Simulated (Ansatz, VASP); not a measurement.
## I: VASP beside Ansatz

File INCAR:

```
ALGO = Normal
EDIFF = 1E-7
ENCUT = 520
ISIF = 2
ISMEAR = -1
LASPH = T
LCHARG = T
LELF = T
LREAL = F
LVHAR = T
LWAVE = F
NBANDS = 22
NELM = 60
PREC = Accurate
SIGMA = 0.05
```

KPOINTS

```
k-points
0
Gamma
  2 2 1
```

File POSCAR:

```
I
1.0
    3.5886574692     -2.1413150360      0.0000000000
    3.5886574692      2.1413150360      0.0000000000
    0.0000000000      0.0000000000      9.6272130010
I
4
Direct
    0.8254264989      0.1745735011      0.1231842597
    0.6745735011      0.3254264989      0.6231842597
    0.1745735011      0.8254264989      0.8768157403
    0.3254264989      0.6745735011      0.3768157403
```

Input for Ansatz:

```yaml
crystal:
  lattice:
    - [3.5886574692, -2.141315036, 0.0]
    - [3.5886574692, 2.141315036, 0.0]
    - [0.0, 0.0, 9.627213001]
  atoms:
    - { symbol: I, position: [0.8254264989, 0.1745735011, 0.1231842597] }
    - { symbol: I, position: [0.6745735011, 0.3254264989, 0.6231842597] }
    - { symbol: I, position: [0.1745735011, 0.8254264989, 0.8768157403] }
    - { symbol: I, position: [0.3254264989, 0.6745735011, 0.3768157403] }
hamiltonian:
  xc: lda
  pseudopotentials:
    kind: paw
    azcp:
      I: "pseudopotentials/I.paw.azcp"
basis:
  ecutwfc: 420
  fft_grid_basis: typed
kpoints:
  mp_grid: { grid: [2, 2, 1], shift: [0, 0, 0] }
magnetization:
  spin_polarized: false
scf:
  occupations: { method: fermi_dirac, width: 0.05 }
  lower_state_search: "off"
output:
  stress: true
```

Alike in both runs: task single point; functional LDA; k mesh 2 × 2 × 1; occupations fermi-dirac, width 0.05 eV; no spin polarisation.

```csv
,VASP,Ansatz
version,VASP 6.6.1,Ansatz 0.2.0
potentials or method,"VASP PAW LDA potentials, release 64 (I), cutoff 520 eV","plane waves (420 eV) with PAW, scalar-relativistic"
valence electrons in the cell,28,68
```

```csv
,VASP,Ansatz,Ansatz less VASP
pressure (GPa),0.3,0.3,0.00
"traceless stress, the component that is largest in VASP (GPa)",-5.82,-5.82,+0.002
```

Ansatz warns that its potentials were made for another functional, while VASP's fit it. LDA's correlation is that of Perdew and Zunger in VASP and of Perdew and Wang (1992) in Ansatz. VASP's potentials hold 28 valence electrons a cell and Ansatz's 68, so a difference there can come from the potentials and not from the codes.

The k mesh is coarse, so the values compare programs but aren't converged. Spin-orbit coupling is off throughout.
